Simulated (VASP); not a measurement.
# PtS2 in VASP: single point with PBE+D3(BJ)

Aim: the single point of PtS2 with PBE+D3(BJ).

All numbers are computed with VASP 6.6.1; they aren't measurements. Logs are shortened: lines on timing, memory, paths and dates and some standing lists are left out, and cuts for length are marked.

**1. The cell of the first run**

The cell holds a slab with vacuum, 6 atoms: a = 3.542 Å, b = 3.542 Å, c = 22.467 Å, α = 90.00°, β = 90.00°, γ = 120.00°.

**2. Single point, PBE+D3(BJ)**

File INCAR:

```
PREC     = Accurate       # precision mode
ENCUT    = 520            # plane-wave cutoff, eV
EDIFF    = 1E-7           # SCF threshold, eV
ISMEAR   = 0              # smearing method
SIGMA    = 0.05           # smearing width, eV
LREAL    = False          # projectors in reciprocal space
LASPH    = True           # aspherical terms in the spheres
NELM     = 100            # most SCF steps
ALGO     = Normal         # electronic algorithm
ISIF     = 2              # what is computed and relaxed
LWAVE    = False          # write WAVECAR
LCHARG   = False          # write CHGCAR
LDIPOL   = True         
IDIPOL   = 3            
DIPOL    = 0.5 0.5 0.396
GGA      = PE             # functional
IVDW     = 12             # dispersion correction
NBANDS   = 31             # bands
```

File KPOINTS:

```
Automatic mesh
0
Gamma
  9 9 1
```

File POSCAR:

```
PtS2
1.0
    3.5415277692      0.0000000000      0.0000000000
   -1.7707638846      3.0670530163      0.0000000000
    0.0000000000      0.0000000000     22.4670602589
S Pt
4 2
Direct
    0.6666666667      0.3333333333      0.2002932270
    0.3333333333      0.6666666667      0.3108341745
    0.5000000000      1.3333333333      0.4817510615
    0.8333333333      1.0000000000      0.5922920091
    0.0000000000      0.0000000000      0.2555637007
    1.1666666667      1.6666666667      0.5370215353
```

Potentials or basis: VASP PAW PBE potentials, release 64 (S, Pt).

On the command line:

```console
$ cat potpaw_PBE.64/S/POTCAR potpaw_PBE.64/Pt/POTCAR > POTCAR
$ mpirun -np 1 vasp_std > vasp.out
```

OUTCAR:

```text
PREC = Accurate
   ENCUT = 520
   EDIFF = 1E-7
   ISMEAR = 0
   LREAL = False
   LASPH = True
   NELM = 100
   ISIF = 2
   GGA = PE
   IVDW = 12
 IVDW          = 12

 ion  position               nearest neighbor table
   1  0.667  0.333  0.200-   5 2.39   5 2.39   5 2.39
   2  0.333  0.667  0.311-   5 2.39   5 2.39   5 2.39
   3  0.500  0.333  0.482-   6 2.39   6 2.39   6 2.39
   4  0.833  0.000  0.592-   6 2.39   6 2.39   6 2.39
   5  0.000  0.000  0.256-   1 2.39   1 2.39   1 2.39   2 2.39   2 2.39   2 2.39
   6  0.167  0.667  0.537-   3 2.39   4 2.39   4 2.39   4 2.39   3 2.39   3 2.39

  LATTYP: Found a hexagonal cell.
 ALAT       =     3.5415277692
 C/A-ratio  =     6.3438893390

  Lattice vectors:

 A1 = (   3.5415277692,   0.0000000000,   0.0000000000)
 A2 = (  -1.7707638846,   3.0670530163,   0.0000000000)
 A3 = (   0.0000000000,   0.0000000000,  22.4670602589)

Analysis of symmetry for initial positions (statically):
=====================================================================
 Subroutine PRICEL returns:
 Original cell was already a primitive cell.

 Routine SETGRP: Setting up the symmetry group for a
 hexagonal supercell.

 Subroutine GETGRP returns: Found  1 space group operations
 (whereof  1 operations were pure point group operations)
 out of a pool of 24 trial point group operations.

The static configuration has the point symmetry C_1 .

Analysis of symmetry for dynamics (positions and initial velocities):
=====================================================================
 Subroutine PRICEL returns:
 Original cell was already a primitive cell.

 Routine SETGRP: Setting up the symmetry group for a
 hexagonal supercell.

 Subroutine GETGRP returns: Found  1 space group operations
 (whereof  1 operations were pure point group operations)
 out of a pool of 24 trial point group operations.

The dynamic configuration has the point symmetry C_1 .

 Subroutine INISYM returns: Found  1 space group operations
 (whereof  1 operations are pure point group operations),
 and found     1 'primitive' translations

----------------------------------------------------------------------------------------

                                     Primitive cell

  volume of cell :     244.0384

  direct lattice vectors                    reciprocal lattice vectors
     3.541527769  0.000000000  0.000000000     0.282364015  0.163022940  0.000000000
    -1.770763885  3.067053016  0.000000000     0.000000000  0.326045880  0.000000000
     0.000000000  0.000000000 22.467060259     0.000000000  0.000000000  0.044509606

  length of vectors
     3.541527769  3.541527769 22.467060259     0.326045880  0.326045880  0.044509606

  position of ions in fractional coordinates (direct lattice)
     0.666666667  0.333333333  0.200293227
     0.333333333  0.666666667  0.310834175
     0.500000000  0.333333333  0.481751061
     0.833333333  0.000000000  0.592292009
     0.000000000  0.000000000  0.255563701
     0.166666667  0.666666667  0.537021535

  ion indices of the primitive-cell ions
   primitive index   ion index
                 1           1
                 2           2
                 3           3
                 4           4
                 5           5
                 6           6

----------------------------------------------------------------------------------------

 KPOINTS: Automatic mesh

Automatic generation of k-mesh.
 Grid dimensions read from file:
 generate k-points for:    9    9    1

 Generating k-lattice:

  Cartesian coordinates                     Fractional coordinates (reciprocal lattice)
     0.031373779  0.018113660  0.000000000     0.111111111  0.000000000  0.000000000
     0.000000000  0.036227320  0.000000000     0.000000000  0.111111111  0.000000000
     0.000000000  0.000000000  0.044509606     0.000000000  0.000000000  1.000000000

  Length of vectors
     0.036227320  0.036227320  0.044509606

  Shift w.r.t. Gamma in fractional coordinates (k-lattice)
     0.000000000  0.000000000  0.000000000

 Subroutine IBZKPT returns following result:
 ===========================================

 Found     41 irreducible k-points:

 Following reciprocal coordinates:
            Coordinates               Weight
  0.000000  0.000000  0.000000      1.000000
  0.111111 -0.000000  0.000000      2.000000
  0.000000  0.111111  0.000000      2.000000
 -0.111111  0.111111  0.000000      2.000000
  0.222222 -0.000000  0.000000      2.000000
  0.000000  0.222222  0.000000      2.000000
[... 16 lines left out ...]
  0.333333  0.111111  0.000000      2.000000
 -0.111111  0.444444  0.000000      2.000000
 [... further k-points ...]
   k-points           NKPTS =     41   k-points in BZ     NKDIM =     41   number of bands    NBANDS=     31
   number of dos      NEDOS =    301   number of ions     NIONS =      6
   total plane-waves  NPLWV = 131712
   dimension x,y,z NGX =    28 NGY =   28 NGZ =  168
   dimension x,y,z NGXF=    56 NGYF=   56 NGZF=  336
   ions per type =               4   2
   NGX,Y,Z   is equivalent  to a cutoff of  13.14, 13.14, 12.43 a.u.
   NGXF,Y,Z  is equivalent  to a cutoff of  26.29, 26.29, 24.86 a.u.
 SYSTEM =  unknown system
   PREC   = accura    normal or accurate (medium, high low for compatibility)
   ISTART =      0    job   : 0-new  1-cont  2-samecut
   ICHARG =      2    charge: 1-file 2-atom 10-const
   ISPIN  =      1    spin polarized calculation?
   LNONCOLLINEAR =      F non collinear calculations
   LSORBIT =      F    spin-orbit coupling
   LASPH  =      T    aspherical Exc in radial PAW
   ENCUT  =  520.0 eV  38.22 Ry    6.18 a.u.   6.58  6.58 41.77*2*pi/ulx,y,z
   NELM   =    100;   NELMIN=  2; NELMDL= -5     # of ELM steps
   EDIFF  = 0.1E-06   stopping-criterion for ELM
   LREAL  =      F    real-space projection
   EDIFFG = 0.1E-05   stopping-criterion for IOM
   NSW    =      0    number of steps for IOM
   IBRION =     -1    ionic relax: 0-MD 1-quasi-New 2-CG
   NFREE  =      0    steps in history (QN), initial steepest desc. (CG)
   ISIF   =      2    stress and relaxation
   ISYM   =      2    0-nonsym 1-usesym 2-fastsym
   POTIM  = 0.5000    time-step for ionic-motion
   TEBEG  =    0.0;   TEEND  =   0.0 temperature during run
   PSTRESS=    0.0 pullay stress
   NELECT =      44.0000    total number of electrons
   NUPDOWN=      -1.0000    fix difference up-down
   EMIN   =  10.00;   EMAX   =-10.00  energy-range for DOS
   EFERMI =   0.00;   METHOD = LEGACY
   ISMEAR =     0;   SIGMA  =   0.05  broadening in eV -4-tet -1-fermi 0-gaus
   EFERMI_NEDOS =   21; number of points for ismear=-14 and -15
   IALGO  =     38    algorithm
   IMIX   =      4    mixing-type and parameters
     AMIX     =   0.40;   BMIX     =  1.00
     AMIX_MAG =   1.60;   BMIX_MAG =  1.00
  volume/ion in A,a.u.               =      40.67       274.48
  Fermi-wavevector in a.u.,A,eV,Ry     =   0.924854  1.747720 11.637800  0.855354
  Thomas-Fermi vector in A             =   2.050645
   LORBIT       =      0    0 simple, 1 ext, 2 COOP (PROOUT), +10 PAW based schemes
   GGA     = PE    functional components
   LHFCALC =     F    Hartree Fock is set to
   AEXX    =    0.0000 exact exchange contribution
   IVDW    =    12    specifies the selected vdW correction
   LEPSILON=     F    determine dielectric tensor
   LRPA    =     F    only Hartree local field effects (RPA)
 non-spin polarized calculation
 Gauss-broadening in eV      SIGMA  =   0.05
  energy-cutoff  :      520.00
  volume of cell :      244.04
 maximum number of plane-waves:      6671
   NGX = 13   NGY = 13   NGZ = 83

 number of electron      44.0000000 magnetization

 dipolmoment           0.000000      0.000000     -0.000556 electrons x Angstroem

 Free energy of the ion-electron system (eV)
  ---------------------------------------------------
  ext. energy  EPLUGINS =         0.00000000
  ---------------------------------------------------
  free energy    TOTEN  =       -30.91095958 eV

  energy without entropy =      -30.91095958  energy(sigma->0) =      -30.91095958

 E-fermi :  -0.4835     XC(G=0):  -5.4973

 val. band max:       -0.7295909263   @ k =   0.1111   0.1111   0.0000
 cond. band min:       0.8775757197   @ k =   0.2222  -0.0000   0.0000
 fundamental gap:      1.6071666460
 Fermi energy:        -0.4834987426

 k-point     1 :       0.0000    0.0000    0.0000
  band No.  band energies     occupation
      1     -14.8947      2.00000
      2     -14.8753      2.00000
      3     -12.7069      2.00000
      4     -12.6622      2.00000
      5      -6.3917      2.00000
      6      -6.3915      2.00000
[... 23 lines left out ...]
     30       5.3417      0.00000
     31       5.5341      0.00000

 k-point     2 :       0.1111   -0.0000    0.0000
  band No.  band energies     occupation
      1     -14.7404      2.00000
      2     -14.7210      2.00000
      3     -12.7370      2.00000
      4     -12.6961      2.00000
      5      -6.3874      2.00000
      6      -6.3687      2.00000
[... 23 lines left out ...]
     30       5.9729      0.00000
     31       5.9989      0.00000

 k-point     3 :       0.0000    0.1111    0.0000
  band No.  band energies     occupation
      1     -14.7404      2.00000
      2     -14.7210      2.00000
      3     -12.7369      2.00000
      4     -12.6963      2.00000
      5      -6.3872      2.00000
      6      -6.3689      2.00000
[... 23 lines left out ...]
     30       5.9809      0.00000
     31       5.9927      0.00000

 k-point     4 :      -0.1111    0.1111    0.0000
  band No.  band energies     occupation
      1     -14.7403      2.00000
      2     -14.7211      2.00000
      3     -12.7368      2.00000
      4     -12.6964      2.00000
      5      -6.3872      2.00000
      6      -6.3689      2.00000
[... 23 lines left out ...]
     30       5.9810      0.00000
     31       5.9932      0.00000

 k-point     5 :       0.2222   -0.0000    0.0000
  band No.  band energies     occupation
      1     -14.3130      2.00000
      2     -14.2935      2.00000
      3     -12.8145      2.00000
      4     -12.7821      2.00000
      5      -6.3285      2.00000
      6      -6.2824      2.00000
[... 23 lines left out ...]
     30       5.9431      0.00000
     31       6.5784      0.00000
[... 542 lines left out ...]
     30       6.3873      0.00000
     31       7.0165      0.00000

 k-point    22 :       0.3333   -0.1111    0.0000
  band No.  band energies     occupation
      1     -13.9405      2.00000
      2     -13.9217      2.00000
      3     -12.8732      2.00000
      4     -12.8475      2.00000
      5      -6.2303      2.00000
      6      -6.1830      2.00000
[... 23 lines left out ...]
     30       6.3913      0.00000
     31       7.0056      0.00000

 k-point    23 :       0.3333    0.1111    0.0000
  band No.  band energies     occupation
      1     -13.4170      2.00000
      2     -13.3990      2.00000
      3     -12.9273      2.00000
      4     -12.9073      2.00000
      5      -6.7256      2.00000
      6      -6.7055      2.00000
[... 23 lines left out ...]
     30       6.9381      0.00000
     31       7.2943      0.00000

 k-point    24 :      -0.1111    0.4444    0.0000
  band No.  band energies     occupation
      1     -13.4152      2.00000
      2     -13.4007      2.00000
      3     -12.9249      2.00000
      4     -12.9098      2.00000
      5      -6.7225      2.00000
      6      -6.7086      2.00000
[... 23 lines left out ...]
     30       6.8838      0.00000
     31       7.3010      0.00000

 [... further k-points ...]

------------------------ aborting loop because EDIFF is reached ----------------------------------------

 vacuum level on the upper side and lower side of the slab       (xc-potential included)        -0.170        -0.165

 Edisp (eV)   -1.83272

 E8    (eV) :    -0.7610

  FORCE on cell =-STRESS in cart. coord.  units (eV):
  Direction    XX          YY          ZZ          XY          YZ          ZX
  --------------------------------------------------------------------------------------
  -------------------------------------------------------------------------------------
  Total      -0.50551    -0.50245    -0.86904    -0.01071    -0.01408     0.02299
  in kB      -3.31880    -3.29870    -5.70546    -0.07034    -0.09244     0.15093
  external pressure =       -4.11 kB  Pullay stress =        0.00 kB

 VOLUME and BASIS-vectors are now :
 -----------------------------------------------------------------------------
  energy-cutoff  :      520.00
  volume of cell :      244.04
      direct lattice vectors                 reciprocal lattice vectors
     3.541527769  0.000000000  0.000000000     0.282364015  0.163022940  0.000000000
    -1.770763885  3.067053016  0.000000000     0.000000000  0.326045880  0.000000000
     0.000000000  0.000000000 22.467060259     0.000000000  0.000000000  0.044509606

 POSITION                                       TOTAL-FORCE (eV/Angst)
 -----------------------------------------------------------------------------------
      1.77076      1.02235      4.50000        -0.003264      0.000932      0.042943
     -0.00000      2.04470      6.98353        -0.006841      0.003119      0.022062
      1.18051      1.02235     10.82353         0.004008     -0.003464     -0.023865
      2.95127      0.00000     13.30706         0.000802     -0.001417     -0.043812
      0.00000      0.00000      5.74177         0.005015     -0.001038      0.052703
     -0.59025      2.04470     12.06530         0.000280      0.001867     -0.050032
 -----------------------------------------------------------------------------------
    total drift:                               -0.000057      0.000108      0.000072

  FREE ENERGIE OF THE ION-ELECTRON SYSTEM (eV)
  ---------------------------------------------------
  free  energy   TOTEN  =       -32.7436836630 eV

  energy  without entropy=      -32.7436836630  energy(sigma->0) =      -32.74368366

 vacuum level on the upper side and lower side of the slab         5.318         5.324
```

It took 18 min on 1 thread of AMD EPYC, shared host; peak memory 0.46 GiB.

Results:

```
Free energy                : -32.7437 eV
Largest force              : 0.053 eV/Å
Band gap on the k mesh     : 1.61 eV, indirect (least direct gap 1.69 eV)
Dispersion energy per atom : -0.305 eV
```

Forces on the atoms (eV/Å):
```
S   -0.003  0.001  0.043
S   -0.007  0.003  0.022
S    0.004 -0.003 -0.024
S    0.001 -0.001 -0.044
Pt   0.005 -0.001  0.053
Pt   0.000  0.002 -0.050
```

Levels at points of the mesh, in eV from the valence-band top:
| k point | band 18 | band 19 | band 20 | band 21 | band 22 | band 23 | band 24 | band 25 | band 26 | band 27 |
| --- | --- | --- | --- | --- | --- | --- | --- | --- | --- | --- |
| (0.00, 0.00, 0.00) | -0.54 | -0.37 | -0.36 | -0.35 | -0.35 | 3.10 | 3.12 | 3.13 | 3.14 | 5.33 |

Caveat: spin-orbit coupling is left out, which moves the levels of the heavy elements.
